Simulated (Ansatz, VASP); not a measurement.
**One calculation of Ta, two programs**

INCAR

```
  PREC = Accurate
  ENCUT = 520
  EDIFF = 1E-7
  ISMEAR = -1
  SIGMA = 0.1
  LREAL = False
  LASPH = True
  NELM = 100
  ALGO = Normal
  ISIF = 2
  LWAVE = False
  LCHARG = True
  GGA = RE
  LELF = True
  LVHAR = True
  NBANDS = 24
```

KPOINTS

```
Automatic mesh
0
Gamma
  9 9 13
```

Contents of POSCAR:

```
Ta
1.0
    4.7507983511      0.0000000000      0.0000000000
   -2.3753991755      4.1143120603      0.0000000000
    0.0000000000      0.0000000000      2.6676971820
Ta
3
Direct
    0.0000000000      1.0000000000      0.0000000000
    0.3333333333      0.6666666667      0.5000000000
    0.6666666667      0.3333333333      0.5000000000
```

Input for Ansatz:

```yaml
crystal:
  lattice:
    - [4.7507983511, 0.0, 0.0]
    - [-2.3753991755, 4.1143120603, 0.0]
    - [0.0, 0.0, 2.667697182]
  atoms:
    - { symbol: Ta, position: [0.0, 1.0, 0.0] }
    - { symbol: Ta, position: [0.3333333333, 0.6666666667, 0.5] }
    - { symbol: Ta, position: [0.6666666667, 0.3333333333, 0.5] }
hamiltonian:
  xc: revpbe
  pseudopotentials:
    kind: paw
    azcp:
      Ta: "pseudopotentials/Ta.paw.azcp"
basis:
  ecutwfc: 420
  fft_grid_basis: typed
kpoints:
  mp_grid: { grid: [9, 9, 13], shift: [0, 0, 0] }
magnetization:
  spin_polarized: false
scf:
  occupations: { method: fermi_dirac, width: 0.1 }
  lower_state_search: "off"
output:
  stress: true
  write_density: true
  write_potential: true
  elf: true
  volumetric_format: npy
```

Alike in both runs: task single point; functional revPBE; k mesh 9 × 9 × 13; occupations fermi-dirac, width 0.1 eV; no spin polarisation.

|  | VASP | Ansatz |
| --- | --- | --- |
| version | VASP 6.6.1 | Ansatz 0.2.0 |
| potentials or method | VASP PAW PBE potentials, release 64 (Ta_pv), cutoff 520 eV | plane waves (420 eV) with PAW, scalar-relativistic |
| valence electrons in the cell | 33 | 39 |

|  | VASP | Ansatz | Ansatz less VASP |
| --- | --- | --- | --- |
| pressure (GPa) | 17.7 | 17.5 | -0.20 |
| traceless stress, the component that is largest in VASP (GPa) | 1.04 | 0.95 | -0.092 |

VASP's potentials were made for PBE, not for revPBE. VASP's potentials hold 33 valence electrons a cell and Ansatz's 39, so a difference there can come from the potentials and not from the codes.

Spin-orbit coupling is off throughout.
